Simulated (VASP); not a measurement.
# SiGe (P6_3mc) in VASP: notebook, part 2 of 3

VASP 6.6.1. Earlier steps stand in the parts before.

## 3. Single point, PBEsol (atoms shifted along a free coordinate)

INCAR

```
ALGO     = Normal         # electronic algorithm
EDIFF    = 1E-6           # SCF threshold, eV
ENCUT    = 520            # plane-wave cutoff, eV
GGA      = PS             # functional
ISIF     = 2              # what is computed and relaxed
ISMEAR   = 0              # smearing method
LASPH    = True           # aspherical terms in the spheres
LCHARG   = False          # write CHGCAR
LREAL    = False          # projectors in reciprocal space
LWAVE    = False          # write WAVECAR
NBANDS   = 26             # bands
NELM     = 60             # most SCF steps
PREC     = Accurate       # precision mode
SIGMA    = 0.03           # smearing width, eV
```

KPOINTS

```
k-points
0
Gamma
  12 12 6
```

POSCAR

```
SiGe
1.0
    3.9004653870      0.0000000000      0.0000000000
   -1.9502326935      3.3779021117      0.0000000000
    0.0000000000      0.0000000000      6.4431565742
Si Ge
2 2
Direct
    0.6666666667      0.3333333333      0.8745463082
    0.3333333333      0.6666666667      0.3745463082
    0.6666666667      0.3333333333      0.4771721773
    0.3333333333      0.6666666667     -0.0228278227
```

Potentials or basis: VASP PAW PBE potentials, release 64 (Si, Ge_d).

Run with:

```bash
$ cat potpaw_PBE.64/Si/POTCAR potpaw_PBE.64/Ge_d/POTCAR > POTCAR
$ mpirun -np 1 vasp_std > vasp.out
```

OUTCAR:

```text
EDIFF = 1E-6
   ENCUT = 520
   GGA = PS
   ISIF = 2
   ISMEAR = 0
   LASPH = True
   LREAL = False
   NELM = 60
   PREC = Accurate

 ion  position               nearest neighbor table
   1  0.667  0.333  0.875-   4 2.35   4 2.35   4 2.35   3 2.56
   2  0.333  0.667  0.375-   3 2.35   3 2.35   3 2.35   4 2.56
   3  0.667  0.333  0.477-   2 2.35   2 2.35   2 2.35   1 2.56
   4  0.333  0.667  0.977-   1 2.35   1 2.35   1 2.35   2 2.56

  LATTYP: Found a hexagonal cell.
 ALAT       =     3.9004653870
 C/A-ratio  =     1.6518943087

  Lattice vectors:

 A1 = (   3.9004653870,   0.0000000000,   0.0000000000)
 A2 = (  -1.9502326935,   3.3779021117,   0.0000000000)
 A3 = (   0.0000000000,   0.0000000000,   6.4431565742)

Analysis of symmetry for initial positions (statically):
=====================================================================
 Subroutine PRICEL returns:
 Original cell was already a primitive cell.

 Routine SETGRP: Setting up the symmetry group for a
 hexagonal supercell.

 Subroutine GETGRP returns: Found 12 space group operations
 (whereof  6 operations were pure point group operations)
 out of a pool of 24 trial point group operations.

The static configuration has the point symmetry C_3v.
 The point group associated with its full space group is C_6v.

Analysis of symmetry for dynamics (positions and initial velocities):
=====================================================================
 Subroutine PRICEL returns:
 Original cell was already a primitive cell.

 Routine SETGRP: Setting up the symmetry group for a
 hexagonal supercell.

 Subroutine GETGRP returns: Found 12 space group operations
 (whereof  6 operations were pure point group operations)
 out of a pool of 24 trial point group operations.

The dynamic configuration has the point symmetry C_3v.
 The point group associated with its full space group is C_6v.

 Subroutine INISYM returns: Found 12 space group operations
 (whereof  6 operations are pure point group operations),
 and found     1 'primitive' translations

----------------------------------------------------------------------------------------

                                     Primitive cell

  volume of cell :      84.8911

  direct lattice vectors                    reciprocal lattice vectors
     3.900465387  0.000000000  0.000000000     0.256379663  0.148020867  0.000000000
    -1.950232694  3.377902112  0.000000000     0.000000000  0.296041734  0.000000000
     0.000000000  0.000000000  6.443156574     0.000000000  0.000000000  0.155203430

  length of vectors
     3.900465387  3.900465387  6.443156574     0.296041734  0.296041734  0.155203430

  position of ions in fractional coordinates (direct lattice)
     0.666666667  0.333333333  0.874546308
     0.333333333  0.666666667  0.374546308
     0.666666667  0.333333333  0.477172177
     0.333333333  0.666666667  0.977172177

  ion indices of the primitive-cell ions
   primitive index   ion index
                 1           1
                 2           2
                 3           3
                 4           4

----------------------------------------------------------------------------------------

 KPOINTS: k-points

Automatic generation of k-mesh.
 Grid dimensions read from file:
 generate k-points for:   12   12    6

 Generating k-lattice:

  Cartesian coordinates                     Fractional coordinates (reciprocal lattice)
     0.021364972  0.012335072  0.000000000     0.083333333  0.000000000  0.000000000
     0.000000000  0.024670145  0.000000000     0.000000000  0.083333333  0.000000000
     0.000000000  0.000000000  0.025867238     0.000000000  0.000000000  0.166666667

  Length of vectors
     0.024670145  0.024670145  0.025867238

  Shift w.r.t. Gamma in fractional coordinates (k-lattice)
     0.000000000  0.000000000  0.000000000

 Subroutine IBZKPT returns following result:
 ===========================================

 Found     76 irreducible k-points:

 Following reciprocal coordinates:
            Coordinates               Weight
  0.000000  0.000000  0.000000      1.000000
  0.083333  0.000000  0.000000      6.000000
  0.166667  0.000000  0.000000      6.000000
  0.250000  0.000000  0.000000      6.000000
  0.333333  0.000000  0.000000      6.000000
  0.416667  0.000000  0.000000      6.000000
[... 16 lines left out ...]
  0.250000  0.000000  0.166667     12.000000
  0.333333  0.000000  0.166667     12.000000
 [... further k-points ...]
   k-points           NKPTS =     76   k-points in BZ     NKDIM =     76   number of bands    NBANDS=     26
   number of dos      NEDOS =    301   number of ions     NIONS =      4
   total plane-waves  NPLWV =  43200
   dimension x,y,z NGX =    30 NGY =   30 NGZ =   48
   dimension x,y,z NGXF=    60 NGYF=   60 NGZF=   96
   ions per type =               2   2
   NGX,Y,Z   is equivalent  to a cutoff of  12.79, 12.79, 12.38 a.u.
   NGXF,Y,Z  is equivalent  to a cutoff of  25.57, 25.57, 24.77 a.u.
 SYSTEM =  unknown system
   PREC   = accura    normal or accurate (medium, high low for compatibility)
   ISTART =      0    job   : 0-new  1-cont  2-samecut
   ICHARG =      2    charge: 1-file 2-atom 10-const
   ISPIN  =      1    spin polarized calculation?
   LNONCOLLINEAR =      F non collinear calculations
   LSORBIT =      F    spin-orbit coupling
   LASPH  =      T    aspherical Exc in radial PAW
   ENCUT  =  520.0 eV  38.22 Ry    6.18 a.u.   7.25  7.25 11.98*2*pi/ulx,y,z
   NELM   =     60;   NELMIN=  2; NELMDL= -5     # of ELM steps
   EDIFF  = 0.1E-05   stopping-criterion for ELM
   LREAL  =      F    real-space projection
   EDIFFG = 0.1E-04   stopping-criterion for IOM
   NSW    =      0    number of steps for IOM
   IBRION =     -1    ionic relax: 0-MD 1-quasi-New 2-CG
   NFREE  =      0    steps in history (QN), initial steepest desc. (CG)
   ISIF   =      2    stress and relaxation
   ISYM   =      2    0-nonsym 1-usesym 2-fastsym
   POTIM  = 0.5000    time-step for ionic-motion
   TEBEG  =    0.0;   TEEND  =   0.0 temperature during run
   PSTRESS=    0.0 pullay stress
   NELECT =      36.0000    total number of electrons
   NUPDOWN=      -1.0000    fix difference up-down
   EMIN   =  10.00;   EMAX   =-10.00  energy-range for DOS
   EFERMI =   0.00;   METHOD = LEGACY
   ISMEAR =     0;   SIGMA  =   0.03  broadening in eV -4-tet -1-fermi 0-gaus
   EFERMI_NEDOS =   21; number of points for ismear=-14 and -15
   IALGO  =     38    algorithm
   IMIX   =      4    mixing-type and parameters
     AMIX     =   0.40;   BMIX     =  1.00
     AMIX_MAG =   1.60;   BMIX_MAG =  1.00
  volume/ion in A,a.u.               =      21.22       143.22
  Fermi-wavevector in a.u.,A,eV,Ry     =   1.229952  2.324273 20.582658  1.512783
  Thomas-Fermi vector in A             =   2.364820
   LORBIT       =      0    0 simple, 1 ext, 2 COOP (PROOUT), +10 PAW based schemes
   GGA     = PS    functional components
   LHFCALC =     F    Hartree Fock is set to
   AEXX    =    0.0000 exact exchange contribution
   IVDW    =     0    specifies the selected vdW correction
   LEPSILON=     F    determine dielectric tensor
   LRPA    =     F    only Hartree local field effects (RPA)
 non-spin polarized calculation
 Gauss-broadening in eV      SIGMA  =   0.03
  energy-cutoff  :      520.00
  volume of cell :       84.89
 maximum number of plane-waves:      2316
 NGX is ok and might be reduce to    30
   NGX = 15   NGY = 15   NGZ = 23

 number of electron      35.9999979 magnetization

 Free energy of the ion-electron system (eV)
  ---------------------------------------------------
  ext. energy  EPLUGINS =         0.00000000
  ---------------------------------------------------
  free energy    TOTEN  =       -21.02975471 eV

  energy without entropy =      -21.02963543  energy(sigma->0) =      -21.02969507

 E-fermi :   5.7666     XC(G=0):  -9.8798

 val. band max:        5.7382262016   @ k =   0.0000   0.0000   0.1667
 cond. band min:       5.7932231312   @ k =   0.5000   0.0000   0.1667
 fundamental gap:      0.0549969296
 Fermi energy:         5.7666109038

 k-point     1 :       0.0000    0.0000    0.0000
  band No.  band energies     occupation
      1     -19.0025      2.00000
      2     -19.0025      2.00000
      3     -19.0004      2.00000
      4     -19.0004      2.00000
      5     -18.9993      2.00000
      6     -18.9983      2.00000
[... 18 lines left out ...]
     25       9.5913      0.00000
     26      12.0746      0.00000
[... 644 lines left out ...]
      4     -18.9948      2.00000
      5     -18.9935      2.00000
      6     -18.9909      2.00000
[... 18 lines left out ...]
     25      12.3998      0.00000
     26      12.8391      0.00000

 [... further k-points ...]
[... 5 lines left out ...]
  --------------------------------------------------------------------------------------
  -------------------------------------------------------------------------------------
  Total        1.6974461      1.6974461     -2.1801013      0.0000000      0.0000000      0.0000000
  in kB       32.0364508     32.0364508    -41.1457597      0.0000000      0.0000000      0.0000000
  external PRESSURE =       7.6423806 kB  Pullay stress =       0.0000000 kB

 VOLUME and BASIS-vectors are now :
 -----------------------------------------------------------------------------
  energy-cutoff  :      520.00
  volume of cell :       84.89
      direct lattice vectors                 reciprocal lattice vectors
     3.900465387  0.000000000  0.000000000     0.256379663  0.148020867  0.000000000
    -1.950232694  3.377902112  0.000000000     0.000000000  0.296041734  0.000000000
     0.000000000  0.000000000  6.443156574     0.000000000  0.000000000  0.155203430

 POSITION                                       TOTAL-FORCE (eV/Angst)
 -----------------------------------------------------------------------------------
      1.95023      1.12597      5.63484         0.000000     -0.000000     -1.385141
     -0.00000      2.25193      2.41326        -0.000000     -0.000000     -1.385141
      1.95023      1.12597      3.07450         0.000000     -0.000000      1.385141
     -0.00000      2.25193      6.29607        -0.000000      0.000000      1.385141
 -----------------------------------------------------------------------------------
    total drift:                                0.000000      0.000001     -0.002353

  FREE ENERGIE OF THE ION-ELECTRON SYSTEM (eV)
  ---------------------------------------------------
  free  energy   TOTEN  =       -21.0297547087 eV

  energy  without entropy=      -21.0296354318  energy(sigma->0) =      -21.02969507
```

Wall time 2.5 min (1 thread of Intel Xeon Platinum 8259CL at 2.50GHz (Skylake/Cascade Lake), shared host); peak memory 0.28 GiB.

Results:

```
Free energy            : -21.0298 eV
Pressure               : 0.8 GPa
Largest force          : 1.385 eV/Å
Band gap on the k mesh : zero (bands 18 and 19 overlap by 0.19 eV)
```

Forces in eV/Å, atoms in the order of the input:
```
Si   0.000  0.000 -1.385
Si   0.000  0.000 -1.385
Ge   0.000  0.000  1.385
Ge   0.000  0.000  1.385
```

Levels at points of the mesh, in eV from the Fermi level:
```csv
k point,band 16,band 17,band 18,band 19,band 20,band 21
"(0.00, 0.00, 0.00)",-0.61,-0.61,-0.12,0.30,1.22,1.95
"(0.50, 0.00, 0.00)",-3.55,-2.83,-2.13,-0.06,1.61,3.49
"(0.00, 0.00, 0.50)",-1.40,-1.40,-1.40,0.66,0.66,2.79
"(0.50, 0.00, 0.50)",-2.96,-2.47,-2.47,0.48,0.48,1.27
```

Caveat: the cell differs from its parent crystal (atoms shifted along a free coordinate); the stress differs along the axes, from -4 to 3 GPa; semilocal functionals underestimate gaps, and a narrow one can read as zero; the PAW data sets were made with another functional, which shifts forces and pressure a little.

## 4. Single point, PBEsol (atoms shifted along a free coordinate)

INCAR

```
SYSTEM = SiGe
PREC = Accurate ; ENCUT = 520
EDIFF = 1E-7 ; ISMEAR = 0
SIGMA = 0.03 ; LREAL = .False.
LASPH = .True. ; NELM = 60
ALGO = Normal ; ISIF = 2
LWAVE = .False. ; LCHARG = .False.
GGA = PS ; NBANDS = 26
```

KPOINTS

```
Automatic mesh
0
Gamma
  12 12 6
  0 0 0
```

Edit POSCAR of step 3 so:

```diff
@@ -10,3 +10,3 @@
     0.3333333333      0.6666666667      0.3745463082
-    0.6666666667      0.3333333333      0.4771721773
-    0.3333333333      0.6666666667     -0.0228278227
+    0.6666666667      0.3333333333      0.5159730348
+    0.3333333333      0.6666666667      0.0159730348
```

Potentials or basis: VASP PAW PBE potentials, release 64 (Si, Ge_d).

Run with:

```bash
$ cat potpaw_PBE.64/Si/POTCAR potpaw_PBE.64/Ge_d/POTCAR > POTCAR
$ mpirun -np 1 vasp_std > vasp.out
```

OUTCAR:

```text
SYSTEM = SiGe
   PREC = Accurate
   ENCUT = 520
   EDIFF = 1E-7
   ISMEAR = 0
   LREAL = .False.
   LASPH = .True.
   NELM = 60
   ISIF = 2
   GGA = PS

 ion  position               nearest neighbor table
   1  0.667  0.333  0.875-   3 2.31   4 2.43   4 2.43   4 2.43
   2  0.333  0.667  0.375-   4 2.31   3 2.43   3 2.43   3 2.43
   3  0.667  0.333  0.516-   1 2.31   2 2.43   2 2.43   2 2.43
   4  0.333  0.667  0.016-   2 2.31   1 2.43   1 2.43   1 2.43

  LATTYP: Found a hexagonal cell.
 ALAT       =     3.9004653870
 C/A-ratio  =     1.6518943087

  Lattice vectors:

 A1 = (   3.9004653870,   0.0000000000,   0.0000000000)
 A2 = (  -1.9502326935,   3.3779021117,   0.0000000000)
 A3 = (   0.0000000000,   0.0000000000,   6.4431565742)

Analysis of symmetry for initial positions (statically):
=====================================================================
 Subroutine PRICEL returns:
 Original cell was already a primitive cell.

 Routine SETGRP: Setting up the symmetry group for a
 hexagonal supercell.

[... 167 lines left out ...]
  ext. energy  EPLUGINS =         0.00000000
  ---------------------------------------------------
  free energy    TOTEN  =       -21.12870830 eV

  energy without entropy =      -21.12855322  energy(sigma->0) =      -21.12863076

 E-fermi :   5.8273     XC(G=0):  -9.8854

 val. band max:        5.6848052154   @ k =   0.0833   0.0000   0.0000
 cond. band min:       5.8472690685   @ k =   0.0000   0.0000   0.0000
 fundamental gap:      0.1624638531
 Fermi energy:         5.8272956670

 k-point     1 :       0.0000    0.0000    0.0000
  band No.  band energies     occupation
      1     -18.9890      2.00000
      2     -18.9884      2.00000
      3     -18.9738      2.00000
      4     -18.9738      2.00000
      5     -18.9701      2.00000
      6     -18.9701      2.00000
[... 685 lines left out ...]
     25      12.6452      0.00000
     26      13.0042      0.00000

 [... further k-points ...]
[... 5 lines left out ...]
  --------------------------------------------------------------------------------------
  -------------------------------------------------------------------------------------
  Total       -1.0458915     -1.0458915      2.3661012      0.0000000      0.0000000      0.0000000
  in kB      -19.7394504    -19.7394504     44.6561950      0.0000000      0.0000000      0.0000000
  external PRESSURE =       1.7257648 kB  Pullay stress =       0.0000000 kB

 VOLUME and BASIS-vectors are now :
 -----------------------------------------------------------------------------
  energy-cutoff  :      520.00
  volume of cell :       84.89
      direct lattice vectors                 reciprocal lattice vectors
     3.900465387  0.000000000  0.000000000     0.256379663  0.148020867  0.000000000
    -1.950232694  3.377902112  0.000000000     0.000000000  0.296041734  0.000000000
     0.000000000  0.000000000  6.443156574     0.000000000  0.000000000  0.155203430

 POSITION                                       TOTAL-FORCE (eV/Angst)
 -----------------------------------------------------------------------------------
      1.95023      1.12597      5.63484        -0.000000      0.000000      1.381009
     -0.00000      2.25193      2.41326         0.000000      0.000000      1.381009
      1.95023      1.12597      3.32450         0.000000      0.000000     -1.381009
     -0.00000      2.25193      0.10292         0.000000     -0.000000     -1.381009
 -----------------------------------------------------------------------------------
    total drift:                                0.000000      0.000000     -0.000776

  FREE ENERGIE OF THE ION-ELECTRON SYSTEM (eV)
  ---------------------------------------------------
  free  energy   TOTEN  =       -21.1287082972 eV

  energy  without entropy=      -21.1285532245  energy(sigma->0) =      -21.12863076
```

OSZICAR:

```text
N       E                     dE             d eps       ncg     rms          rms(c)
DAV:   1     0.260200833057E+03    0.26020E+03   -0.17560E+04  4640   0.296E+03
DAV:   2     0.213533060802E+02   -0.23885E+03   -0.22995E+03  4000   0.630E+02
DAV:   3    -0.198027956391E+02   -0.41156E+02   -0.40639E+02  4788   0.154E+02
DAV:   4    -0.214705651466E+02   -0.16678E+01   -0.16646E+01  4718   0.342E+01
DAV:   5    -0.215055212917E+02   -0.34956E-01   -0.34945E-01  4894   0.560E+00    0.584E+00
DAV:   6    -0.212488445582E+02    0.25668E+00   -0.10595E-01  4616   0.244E+00    0.340E+00
DAV:   7    -0.211262427323E+02    0.12260E+00   -0.18435E-01  4294   0.279E+00    0.221E-01
DAV:   8    -0.211284120585E+02   -0.21693E-02   -0.16929E-02  4864   0.139E+00    0.107E-01
DAV:   9    -0.211286082447E+02   -0.19619E-03   -0.41934E-04  5006   0.171E-01    0.783E-02
DAV:  10    -0.211286885078E+02   -0.80263E-04   -0.91309E-05  4650   0.899E-02    0.240E-02
DAV:  11    -0.211287066957E+02   -0.18188E-04   -0.19182E-05  4492   0.238E-02    0.452E-03
DAV:  12    -0.211287081140E+02   -0.14183E-05   -0.19704E-06  4992   0.136E-02    0.224E-03
DAV:  13    -0.211287083093E+02   -0.19527E-06   -0.26486E-07  3808   0.428E-03    0.106E-03
DAV:  14    -0.211287082972E+02    0.12024E-07   -0.21420E-08  2368   0.162E-03
   1 F= -.21128708E+02 E0= -.21128631E+02  d E =-.155073E-03
```

It took 2.8 min on 1 thread of Intel Xeon Platinum 8259CL at 2.50GHz (Skylake/Cascade Lake), shared host; peak memory 0.28 GiB.

Results:

```
Free energy            : -21.1287 eV
Pressure               : 0.2 GPa
Largest force          : 1.381 eV/Å
Band gap on the k mesh : zero (filled and empty bands touch)
```

Forces in eV/Å, atoms in the order of the input:
```
Si   0.000  0.000  1.381
Si   0.000  0.000  1.381
Ge   0.000  0.000 -1.381
Ge   0.000  0.000 -1.381
```

Stress tensor (GPa, compression positive):
```
-1.97  0.00  0.00
 0.00 -1.97  0.00
 0.00  0.00  4.47
```

Caveat: the cell differs from its parent crystal (atoms shifted along a free coordinate); the stress differs along the axes, from -2 to 4 GPa; semilocal functionals underestimate gaps, and a narrow one can read as zero; the PAW data sets were made with another functional, which shifts forces and pressure a little.

(Continued in part 3 of 3.)

The gap in the log of VASP goes by the Fermi energy; the results here count the filled bands.